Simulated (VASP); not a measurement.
A run of VASP 6.6.1:

The input POSCAR:

```
NaH
1.0
    0.0000000000      2.3485690974      2.3485690974
    2.3485690974      0.0000000000      2.3485690974
    2.3485690974      2.3485690974      0.0000000000
Na H
1 1
Direct
    0.0000000000      0.0000000000      0.0000000000
    0.5000000000      0.5000000000      0.5000000000
```

File INCAR.step1:

```
SYSTEM = NaH
PREC = Accurate
ENCUT = 520
ISMEAR = 0
SIGMA = 0.01
LREAL = .False.
LASPH = .True.
NELM = 60
NBANDS = 11
GGA = PE
ALGO = Normal
EDIFF = 1E-4
LWAVE = .True.
LCHARG = .False.
```

Contents of INCAR.step2:

```
SYSTEM = NaH
PREC = Accurate
ENCUT = 520
EDIFF = 1E-6
ISMEAR = 0
SIGMA = 0.01
LREAL = .False.
LASPH = .True.
NELM = 60
ALGO = Normal
ISIF = 2
LWAVE = .False.
LCHARG = .False.
METAGGA = R2SCAN
LMIXTAU = .True.
NBANDS = 11
ISTART = 1
```

Contents of KPOINTS:

```
regular mesh
0
Gamma
  8 8 8
  0 0 0
```

Potentials or basis: VASP PAW PBE potentials, release 64 (Na_pv, H).

Command:

```console
$ cat potpaw_PBE.64/Na_pv/POTCAR potpaw_PBE.64/H/POTCAR > POTCAR
$ cp INCAR.step1 INCAR
$ mpirun -np 1 vasp_std > vasp.out
$ cp INCAR.step2 INCAR
$ mpirun -np 1 vasp_std > vasp.out
```

Hardware: 1 thread of Intel(R) Xeon(R) 6975P-C (Granite Rapids), on a shared host.

Problem. Estimate the wall time of this run.

Solution. Wall time 17 s on 1 thread of Intel(R) Xeon(R) 6975P-C (Granite Rapids) (shared host), peak memory 0.15 GiB. Counts: k points 29.
